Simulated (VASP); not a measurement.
The system is NaH (rocksalt type).

```
Na H
1.0
     0.00000    2.26759    2.26759
     2.26759    0.00000    2.26759
     2.26759    2.26759    0.00000
Na H
1 1
Direct
  0.00000 0.00000 0.00000
  0.50000 0.50000 0.50000
```

| Property | Result |
| --- | --- |
| Program | VASP 6.6.1 |
| Task | relaxation of cell and atoms |
| Functional | PBE |
| Potentials or basis | VASP PAW PBE potentials, release 64 (Na_pv, H) |
| Cutoff | 600 eV |
| k mesh | 12 × 12 × 12 |
| Occupations | fermi-dirac, width 0.08 eV |
| Spin | no spin polarisation |

At the start: pressure 6.3 GPa; volume 11.66 Å³/atom.

Task: Where does the relaxation end?

Result: Over 4 steps the energy falls by 41.5 meV/atom and the volume is 14.11 Å³/atom (+21.0 %); space group Fm-3m (No. 225, to 0.05 Å).

Step by step:
| step | energy change (eV) | largest force (eV/Å) | pressure (GPa) | volume (Å³) |
| --- | --- | --- | --- | --- |
| 1 | 0.0000 | 0.0000 | 6.35 | 23.32 |
| 2 | -0.0491 | 0.0000 | 3.69 | 24.91 |
| 3 | -0.0823 | 0.0000 | 0.53 | 27.67 |
| 4 | -0.0830 | 0.0000 | -0.03 | 28.23 |

Final structure:
```xyz
2
Lattice="0.0000 2.4166 2.4166 2.4166 0.0000 2.4166 2.4166 2.4166 0.0000" Properties=species:S:1:pos:R:3 pbc="T T T"
Na    0.0000    2.4166    2.4166
H     2.4166    2.4166    2.4166
```

Caveat: the volume moved by over 15 % at a fixed basis, so the end points are rough.
